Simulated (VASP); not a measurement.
# Au (I4/mmm) in VASP: notebook

Au is run at these levels: PBE; tasks: single point.

Everything below comes from runs of VASP 6.6.1. Logs are shortened: lines on timing, memory, paths and dates and some standing lists are left out, and cuts for length are marked.

**1. The cell of the first run**

It takes space group I4/mmm (No. 139, tetragonal). The conventional cell has a = 2.661 Å, b = 2.661 Å, c = 4.418 Å, α = 90.00°, β = 90.00°, γ = 90.00°. Au (site symmetry 4/mmm) has 12 Au at 2.66 to 2.90 Å within 3.5 Å.

**2. Single point, PBE (strain -0.080 along x and y, +0.080 along z)**

The input, INCAR:

```
ALGO     = Normal         # electronic algorithm
EDIFF    = 1E-7           # SCF threshold, eV
ENCUT    = 520            # plane-wave cutoff, eV
GGA      = PE             # functional
ISIF     = 2              # what is computed and relaxed
ISMEAR   = 0              # smearing method
LASPH    = T              # aspherical terms in the spheres
LCHARG   = T              # write CHGCAR
LELF     = T              # ELF
LREAL    = F              # projectors in reciprocal space
LVHAR    = T            
LWAVE    = F              # write WAVECAR
NBANDS   = 12             # bands
NELM     = 80             # most SCF steps
PREC     = Accurate       # precision mode
SIGMA    = 0.15           # smearing width, eV
```

The input, KPOINTS:

```
k-points
0
Gamma
  20 20 20
```

The input, POSCAR:

```
Au
1.0
    0.0000000000      1.8818600000      2.2091400000
    1.8818600000      0.0000000000      2.2091400000
    1.8818600000      1.8818600000      0.0000000000
Au
1
Direct
    0.0000000000      0.0000000000      0.0000000000
```

Potentials or basis: VASP PAW PBE potentials, release 64 (Au).

The run is started by

```console
$ cat potpaw_PBE.64/Au/POTCAR > POTCAR
$ mpirun -np 1 vasp_std > vasp.out
```

OUTCAR:

```text
EDIFF = 1E-7
   ENCUT = 520
   GGA = PE
   ISIF = 2
   ISMEAR = 0
   LASPH = T
   LREAL = F
   NELM = 80
   PREC = Accurate

 ion  position               nearest neighbor table
   1  0.000  0.000  0.000-

  LATTYP: Found a body centered tetragonal cell.
 ALAT       =     2.6613519345
 C/A-ratio  =     1.6601637471

  Lattice vectors:

 A1 = (  -1.8818600000,   0.0000000000,   2.2091400000)
 A2 = (   1.8818600000,   0.0000000000,   2.2091400000)
 A3 = (   0.0000000000,   1.8818600000,  -2.2091400000)

Analysis of symmetry for initial positions (statically):
=====================================================================
 Subroutine PRICEL returns:
 Original cell was already a primitive cell.

 Routine SETGRP: Setting up the symmetry group for a
 body centered tetragonal supercell.

 Subroutine GETGRP returns: Found 16 space group operations
 (whereof 16 operations were pure point group operations)
 out of a pool of 16 trial point group operations.

The static configuration has the point symmetry D_4h.

Analysis of symmetry for dynamics (positions and initial velocities):
=====================================================================
 Subroutine PRICEL returns:
 Original cell was already a primitive cell.

 Routine SETGRP: Setting up the symmetry group for a
 body centered tetragonal supercell.

 Subroutine GETGRP returns: Found 16 space group operations
 (whereof 16 operations were pure point group operations)
 out of a pool of 16 trial point group operations.

The dynamic configuration has the point symmetry D_4h.

 Subroutine INISYM returns: Found 16 space group operations
 (whereof 16 operations are pure point group operations),
 and found     1 'primitive' translations

----------------------------------------------------------------------------------------

                                     Primitive cell

  volume of cell :      15.6469

  direct lattice vectors                    reciprocal lattice vectors
     0.000000000  1.881860000  2.209140000    -0.265694579  0.265694579  0.226332419
     1.881860000  0.000000000  2.209140000     0.265694579 -0.265694579  0.226332419
     1.881860000  1.881860000  0.000000000     0.265694579  0.265694579 -0.226332419

  length of vectors
     2.902015954  2.902015954  2.661351934     0.438649726  0.438649726  0.438649726

  position of ions in fractional coordinates (direct lattice)
     0.000000000  0.000000000  0.000000000

  ion indices of the primitive-cell ions
   primitive index   ion index
                 1           1

----------------------------------------------------------------------------------------

 KPOINTS: k-points

Automatic generation of k-mesh.
 Grid dimensions read from file:
 generate k-points for:   20   20   20

 Generating k-lattice:

  Cartesian coordinates                     Fractional coordinates (reciprocal lattice)
    -0.013284729  0.013284729  0.011316621     0.050000000 -0.000000000  0.000000000
     0.013284729 -0.013284729  0.011316621    -0.000000000  0.050000000  0.000000000
     0.013284729  0.013284729 -0.011316621     0.000000000  0.000000000  0.050000000

  Length of vectors
     0.021932486  0.021932486  0.021932486

  Shift w.r.t. Gamma in fractional coordinates (k-lattice)
     0.000000000  0.000000000  0.000000000

 Subroutine IBZKPT returns following result:
 ===========================================

 Found    641 irreducible k-points:

 Following reciprocal coordinates:
            Coordinates               Weight
  0.000000  0.000000  0.000000      1.000000
  0.050000 -0.000000  0.000000      8.000000
  0.100000 -0.000000  0.000000      8.000000
  0.150000 -0.000000  0.000000      8.000000
  0.200000 -0.000000  0.000000      8.000000
  0.250000 -0.000000  0.000000      8.000000
[... 16 lines left out ...]
 -0.400000  0.050000  0.000000      8.000000
 -0.350000  0.050000  0.000000      8.000000
 [... further k-points ...]
   k-points           NKPTS =    641   k-points in BZ     NKDIM =    641   number of bands    NBANDS=     12
   number of dos      NEDOS =    301   number of ions     NIONS =      1
   total plane-waves  NPLWV =  11520
   dimension x,y,z NGX =    24 NGY =   24 NGZ =   20
   dimension x,y,z NGXF=    48 NGYF=   48 NGZF=   40
   ions per type =               1
   NGX,Y,Z   is equivalent  to a cutoff of  13.75, 13.75, 12.49 a.u.
   NGXF,Y,Z  is equivalent  to a cutoff of  27.50, 27.50, 24.99 a.u.
 SYSTEM =  unknown system
   PREC   = accura    normal or accurate (medium, high low for compatibility)
   ISTART =      0    job   : 0-new  1-cont  2-samecut
   ICHARG =      2    charge: 1-file 2-atom 10-const
   ISPIN  =      1    spin polarized calculation?
   LNONCOLLINEAR =      F non collinear calculations
   LSORBIT =      F    spin-orbit coupling
   LASPH  =      T    aspherical Exc in radial PAW
   ENCUT  =  520.0 eV  38.22 Ry    6.18 a.u.   5.40  5.40  4.95*2*pi/ulx,y,z
   NELM   =     80;   NELMIN=  2; NELMDL= -5     # of ELM steps
   EDIFF  = 0.1E-06   stopping-criterion for ELM
   LREAL  =      F    real-space projection
   EDIFFG = 0.1E-05   stopping-criterion for IOM
   NSW    =      0    number of steps for IOM
   IBRION =     -1    ionic relax: 0-MD 1-quasi-New 2-CG
   NFREE  =      0    steps in history (QN), initial steepest desc. (CG)
   ISIF   =      2    stress and relaxation
   ISYM   =      2    0-nonsym 1-usesym 2-fastsym
   POTIM  = 0.5000    time-step for ionic-motion
   TEBEG  =    0.0;   TEEND  =   0.0 temperature during run
   PSTRESS=    0.0 pullay stress
   NELECT =      11.0000    total number of electrons
   NUPDOWN=      -1.0000    fix difference up-down
   EMIN   =  10.00;   EMAX   =-10.00  energy-range for DOS
   EFERMI =   0.00;   METHOD = LEGACY
   ISMEAR =     0;   SIGMA  =   0.15  broadening in eV -4-tet -1-fermi 0-gaus
   EFERMI_NEDOS =   21; number of points for ismear=-14 and -15
   IALGO  =     38    algorithm
   IMIX   =      4    mixing-type and parameters
     AMIX     =   0.40;   BMIX     =  1.00
     AMIX_MAG =   1.60;   BMIX_MAG =  1.00
  volume/ion in A,a.u.               =      15.65       105.59
  Fermi-wavevector in a.u.,A,eV,Ry     =   1.455671  2.750819 28.830430  2.118977
  Thomas-Fermi vector in A             =   2.572678
   LORBIT       =      0    0 simple, 1 ext, 2 COOP (PROOUT), +10 PAW based schemes
   GGA     = PE    functional components
   LHFCALC =     F    Hartree Fock is set to
   AEXX    =    0.0000 exact exchange contribution
   IVDW    =     0    specifies the selected vdW correction
   LEPSILON=     F    determine dielectric tensor
   LRPA    =     F    only Hartree local field effects (RPA)
 non-spin polarized calculation
 Gauss-broadening in eV      SIGMA  =   0.15
  energy-cutoff  :      520.00
  volume of cell :       15.65
 maximum number of plane-waves:       431
 NGX is ok and might be reduce to    24
   NGX = 11   NGY = 11   NGZ =  9

 number of electron      11.0000001 magnetization

 Free energy of the ion-electron system (eV)
  ---------------------------------------------------
  ext. energy  EPLUGINS =         0.00000000
  ---------------------------------------------------
  free energy    TOTEN  =        -2.97900154 eV

  energy without entropy =       -2.97601430  energy(sigma->0) =       -2.97750792

 E-fermi :  11.0014     XC(G=0): -13.2284

 val. band max:       10.9954816993   @ k =   0.4500  -0.0000   0.2000
 cond. band min:      11.0137606707   @ k =  -0.4500   0.3000   0.2500
 fundamental gap:      0.0182789714
 Fermi energy:        11.0013883925

 k-point     1 :       0.0000    0.0000    0.0000
  band No.  band energies     occupation
      1       0.1802      2.00000
      2       4.6859      2.00000
      3       6.4528      2.00000
      4       6.4642      2.00000
      5       6.4642      2.00000
      6       8.4062      2.00000
      7      25.7370      0.00000
      8      27.6979      0.00000
      9      30.9336      0.00000
     10      30.9336      0.00000
     11      35.4131      0.00000
     12      37.8272      0.00000

 k-point     2 :       0.0500   -0.0000    0.0000
  band No.  band energies     occupation
      1       0.2762      2.00000
      2       4.7182      2.00000
      3       6.4056      2.00000
      4       6.4799      2.00000
      5       6.4959      2.00000
      6       8.3687      2.00000
      7      25.8560      0.00000
      8      27.7322      0.00000
      9      30.3799      0.00000
     10      31.0685      0.00000
     11      35.9226      0.00000
     12      36.8093      0.00000

 k-point     3 :       0.1000   -0.0000    0.0000
  band No.  band energies     occupation
      1       0.5576      2.00000
      2       4.8073      2.00000
      3       6.2511      2.00000
      4       6.5630      2.00000
      5       6.5852      2.00000
      6       8.2658      2.00000
      7      26.1598      0.00000
      8      27.5750      0.00000
      9      29.5395      0.00000
     10      31.4543      0.00000
     11      34.6629      0.00000
     12      37.5518      0.00000
[... 286 lines left out ...]
 k-point    23 :      -0.4000    0.0500    0.0000
  band No.  band energies     occupation
      1       2.9378      2.00000
      2       5.0292      2.00000
      3       6.5540      2.00000
      4       7.8417      2.00000
      5       8.4377      2.00000
      6       9.7929      2.00000
      7      16.1959      0.00000
      8      23.9220      0.00000
      9      28.5130      0.00000
     10      31.3752      0.00000
     11      34.0850      0.00000
     12      37.2041      0.00000

 k-point    24 :      -0.3500    0.0500    0.0000
  band No.  band energies     occupation
      1       2.9126      2.00000
      2       5.1060      2.00000
      3       6.6482      2.00000
      4       7.0132      2.00000
      5       8.2266      2.00000
      6       9.1150      2.00000
      7      18.0017      0.00000
      8      24.4335      0.00000
      9      29.1343      0.00000
     10      32.2190      0.00000
     11      33.3593      0.00000
     12      35.8828      0.00000

 [... further k-points ...]

------------------------ aborting loop because EDIFF is reached ----------------------------------------

  FORCE on cell =-STRESS in cart. coord.  units (eV):
  Direction    XX          YY          ZZ          XY          YZ          ZX
  --------------------------------------------------------------------------------------
  -------------------------------------------------------------------------------------
  Total        3.5824171      3.5824171      1.9696346      0.0000000      0.0000000     -0.0000000
  in kB      366.8249580    366.8249580    201.6825777      0.0000000      0.0000000     -0.0000000
  external PRESSURE =     311.7774979 kB  Pullay stress =       0.0000000 kB

 VOLUME and BASIS-vectors are now :
 -----------------------------------------------------------------------------
  energy-cutoff  :      520.00
  volume of cell :       15.65
      direct lattice vectors                 reciprocal lattice vectors
     0.000000000  1.881860000  2.209140000    -0.265694579  0.265694579  0.226332419
     1.881860000  0.000000000  2.209140000     0.265694579 -0.265694579  0.226332419
     1.881860000  1.881860000  0.000000000     0.265694579  0.265694579 -0.226332419

 POSITION                                       TOTAL-FORCE (eV/Angst)
 -----------------------------------------------------------------------------------
      0.00000      0.00000      0.00000         0.000000      0.000000      0.000000
 -----------------------------------------------------------------------------------
    total drift:                                0.000000      0.000000     -0.000000

  FREE ENERGIE OF THE ION-ELECTRON SYSTEM (eV)
  ---------------------------------------------------
  free  energy   TOTEN  =        -2.9790015354 eV

  energy  without entropy=       -2.9760143008  energy(sigma->0) =       -2.97750792
```

It took 31 s on 1 thread of Intel Xeon 6975P-C (Granite Rapids), shared host; peak memory 0.23 GiB.

What came out:

```
Free energy : -2.9790 eV
Pressure    : 31.2 GPa
```

Stress tensor (GPa, compression positive):
```
36.68  0.00  0.00
 0.00 36.68  0.00
 0.00  0.00 20.17
```

Caveat: the cell differs from its parent crystal (strain -0.080 along x and y, +0.080 along z); spin-orbit coupling is left out, which moves the levels of the heavy elements.

**3. Single point, PBE (strain +0.000 along x and y, -0.080 along z)**

The input, INCAR:

```
SYSTEM = Au
PREC = Accurate ; ENCUT = 520
EDIFF = 1E-7 ; ISMEAR = 0
SIGMA = 0.15 ; LREAL = .False.
LASPH = .True. ; NELM = 60
ALGO = Normal ; ISIF = 2
LWAVE = .False. ; LCHARG = .False.
GGA = PE ; NBANDS = 12
```

The input, KPOINTS:

```
regular mesh
0
Gamma
  20 20 20
  0 0 0
```

The input, POSCAR:

```
Au
1.0
    0.0000000000      2.0455000000      1.8818600000
    2.0455000000      0.0000000000      1.8818600000
    2.0455000000      2.0455000000      0.0000000000
Au
1
Direct
    0.0000000000      0.0000000000      0.0000000000
```

Potentials or basis: VASP PAW PBE potentials, release 64 (Au).

The run is started by

```console
$ cat potpaw_PBE.64/Au/POTCAR > POTCAR
$ mpirun -np 1 vasp_std > vasp.out
```

OUTCAR:

```text
SYSTEM = Au
   PREC = Accurate
   ENCUT = 520
   EDIFF = 1E-7
   ISMEAR = 0
   LREAL = .False.
   LASPH = .True.
   NELM = 60
   ISIF = 2
   GGA = PE

 ion  position               nearest neighbor table
   1  0.000  0.000  0.000-

  LATTYP: Found a body centered tetragonal cell.
 ALAT       =     2.8927738418
 C/A-ratio  =     1.3010764774

  Lattice vectors:

 A1 = (   0.0000000000,  -2.0455000000,  -1.8818600000)
 A2 = (   0.0000000000,   2.0455000000,  -1.8818600000)
[... 541 lines left out ...]

 [... further k-points ...]

------------------------ aborting loop because EDIFF is reached ----------------------------------------

  FORCE on cell =-STRESS in cart. coord.  units (eV):
  Direction    XX          YY          ZZ          XY          YZ          ZX
  --------------------------------------------------------------------------------------
  -------------------------------------------------------------------------------------
  Total        2.5743814      2.5743814      2.7959767      0.0000000      0.0000000     -0.0000000
  in kB      261.9191209    261.9191209    284.4643549      0.0000000      0.0000000     -0.0000000
  external PRESSURE =     269.4341989 kB  Pullay stress =       0.0000000 kB

 VOLUME and BASIS-vectors are now :
 -----------------------------------------------------------------------------
  energy-cutoff  :      520.00
  volume of cell :       15.75
      direct lattice vectors                 reciprocal lattice vectors
     0.000000000  2.045500000  1.881860000    -0.244439012  0.244439012  0.265694579
     2.045500000  0.000000000  1.881860000     0.244439012 -0.244439012  0.265694579
     2.045500000  2.045500000  0.000000000     0.244439012  0.244439012 -0.265694579

 POSITION                                       TOTAL-FORCE (eV/Angst)
 -----------------------------------------------------------------------------------
      0.00000      0.00000      0.00000        -0.000000      0.000000     -0.000000
 -----------------------------------------------------------------------------------
    total drift:                               -0.000000      0.000000     -0.000000

  FREE ENERGIE OF THE ION-ELECTRON SYSTEM (eV)
  ---------------------------------------------------
  free  energy   TOTEN  =        -3.0546929394 eV

  energy  without entropy=       -3.0505543700  energy(sigma->0) =       -3.05262365
```

OSZICAR:

```text
N       E                     dE             d eps       ncg     rms          rms(c)
DAV:   1     0.505802627832E+02    0.50580E+02   -0.56721E+03 16000   0.826E+02
DAV:   2    -0.262358928702E+01   -0.53204E+02   -0.50327E+02 18360   0.192E+02
DAV:   3    -0.332194993605E+01   -0.69836E+00   -0.69773E+00 18424   0.211E+01
DAV:   4    -0.332419040089E+01   -0.22405E-02   -0.22404E-02 18340   0.137E+00
DAV:   5    -0.332420552147E+01   -0.15121E-04   -0.15120E-04 18912   0.106E-01    0.120E+01
DAV:   6    -0.308285387087E+01    0.24135E+00   -0.56377E-01 16832   0.627E+00    0.738E+00
DAV:   7    -0.305748098974E+01    0.25373E-01   -0.87514E-02 18284   0.247E+00    0.292E+00
DAV:   8    -0.305470174368E+01    0.27792E-02   -0.36812E-03 17032   0.535E-01    0.281E-01
DAV:   9    -0.305468810410E+01    0.13640E-04   -0.15973E-05 18316   0.370E-02    0.150E-02
DAV:  10    -0.305469290001E+01   -0.47959E-05   -0.19654E-06 18440   0.125E-02    0.133E-03
DAV:  11    -0.305469293937E+01   -0.39362E-07   -0.46656E-08 15064   0.169E-03
   1 F= -.30546929E+01 E0= -.30526237E+01  d E =-.413857E-02
```

Run time: 33 s. Hardware: 1 thread of Intel Xeon 6975P-C (Granite Rapids), shared host; peak memory 0.24 GiB.

Results:

```
Free energy : -3.0547 eV
Pressure    : 26.9 GPa
```

Levels at points of the mesh, in eV from the Fermi level:
```tsv
k point	band 2	band 3	band 4	band 5	band 6	band 7	band 8	band 9	band 10	band 11
(0.00, 0.00, 0.00)	-5.45	-5.45	-4.68	-3.96	-3.10	14.42	18.17	18.17	20.03	24.08
(0.50, 0.00, 0.00)	-5.67	-4.86	-2.33	-1.90	-1.39	3.49	13.58	16.78	18.82	25.24
(0.50, 0.50, 0.00)	-7.57	-2.16	-1.71	-1.71	1.82	7.78	9.17	9.17	17.20	19.95
(0.50, 0.00, 0.50)	-7.53	-2.22	-2.08	-1.48	0.23	5.72	10.53	10.92	18.64	21.34
```

Caveat: the cell differs from its parent crystal (strain +0.000 along x and y, -0.080 along z); spin-orbit coupling is left out, which moves the levels of the heavy elements.

**4. Single point, PBE (strain -0.040 along x and y, +0.080 along z)**

The input, INCAR:

```
PREC = Accurate
ENCUT = 520
EDIFF = 1E-7
ISMEAR = 0
SIGMA = 0.15
LREAL = False
LASPH = True
NELM = 60
ALGO = Normal
ISIF = 2
LWAVE = False
LCHARG = False
GGA = PE
NBANDS = 12
```

The input, KPOINTS:

```
regular mesh
0
Gamma
  20 20 20
```

The input, POSCAR:

```
Au
1.0
    0.0000000000      1.9636800000      2.2091400000
    1.9636800000      0.0000000000      2.2091400000
    1.9636800000      1.9636800000      0.0000000000
Au
1
Direct
    0.0000000000      0.0000000000      0.0000000000
```

The run is started by

```console
$ cat potpaw_PBE.64/Au/POTCAR > POTCAR
$ mpirun -np 1 vasp_std > vasp.out
```

Wall time 31 s (1 thread of Intel Xeon 6975P-C (Granite Rapids), shared host); peak memory 0.24 GiB.

Results (log left out):

| Item | Value |
| --- | --- |
| Free energy | -3.1780 eV |
| Pressure | 9.3 GPa |

Stress tensor (GPa, compression positive):
```
11.34  0.00  0.00
 0.00 11.34  0.00
 0.00  0.00  5.15
```

Levels at points of the mesh, in eV from the Fermi level:
| k point | band 3 | band 4 | band 5 | band 6 | band 7 | band 8 | band 9 | band 10 |
| --- | --- | --- | --- | --- | --- | --- | --- | --- |
| (0.00, 0.00, 0.00) | -4.32 | -4.32 | -3.89 | -2.67 | 14.69 | 17.19 | 19.15 | 19.15 |
| (0.50, 0.00, 0.00) | -4.29 | -2.23 | -1.85 | -0.96 | 3.13 | 13.20 | 16.73 | 18.49 |
| (0.50, 0.50, 0.00) | -1.98 | -1.78 | -1.78 | -0.22 | 3.98 | 11.41 | 11.41 | 18.46 |
| (0.50, 0.00, 0.50) | -2.19 | -2.18 | -1.22 | 1.70 | 6.75 | 9.33 | 9.49 | 16.85 |

Caveat: the cell differs from its parent crystal (strain -0.040 along x and y, +0.080 along z); spin-orbit coupling is left out, which moves the levels of the heavy elements.

**5. Summary**

```tsv
cell	gap on the mesh (eV)	pressure (GPa)
a = 2.902, b = 2.902, c = 2.661 Å, angles 62.7, 62.7, 54.6°, 1 atom	none	31.2
a = 2.779, b = 2.779, c = 2.893 Å, angles 58.6, 58.6, 62.7°, 1 atom	none	26.9
a = 2.956, b = 2.956, c = 2.777 Å, angles 62.0, 62.0, 56.0°, 1 atom	none	9.3
```

Alike in all rows: task single point; level PBE; potentials or basis VASP PAW PBE potentials, release 64 (Au); no spin polarisation; k mesh 20 × 20 × 20; cutoff (eV) 520; smearing gaussian 0.15 eV.

Caveats: spin-orbit coupling is left out, which moves the levels of the heavy elements.

Total energies depend on the potentials used, so only differences within one code and one set of settings carry meaning.
